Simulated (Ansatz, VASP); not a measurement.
Two plane-wave programs on Ca3GeBiH4

```xyz
9
Lattice="6.2466 0.0000 0.0000 -3.1233 5.4097 0.0000 0.0000 0.0000 4.5689" Properties=species:S:1:pos:R:3 pbc="T T T"
Ca    3.1233    0.0000    2.2844
Ca   -1.5616    2.7048    2.2844
Ca    1.5616    2.7048    2.2844
Ge    0.0000    0.0000    0.0000
Bi    0.0000    0.0000    2.2844
H     0.0000    3.6065    2.2844
H     3.1233    1.8032    2.2844
H     0.0000    3.6065    0.0000
H     3.1233    1.8032    0.0000
```

Alike in both runs: task single point; functional PBE; k mesh 3 × 3 × 4; occupations gaussian, width 0.1 eV; no spin polarisation.

|  | VASP | Ansatz |
| --- | --- | --- |
| version | VASP 6.6.1 | Ansatz 0.2.0 |
| potentials or method | VASP PAW PBE potentials, release 64 (Ca_sv, Ge_d, Bi_d, H), cutoff 520 eV | scalar-relativistic, plane waves, PAW |
| valence electrons in the cell | 63 | 63 |

```tsv
	VASP	Ansatz	Ansatz less VASP
gap on the k mesh at the Fermi level (eV)	none	none	-
pressure (GPa)	24.9	24.8	-0.10
traceless stress, the component that is largest in VASP (GPa)	8.99	9.25	+0.266
```

A gap of «none» marks a metal or a gap that the smearing closes.

The k mesh is coarse, so the values compare programs but aren't converged. Neither program's run includes spin-orbit coupling.
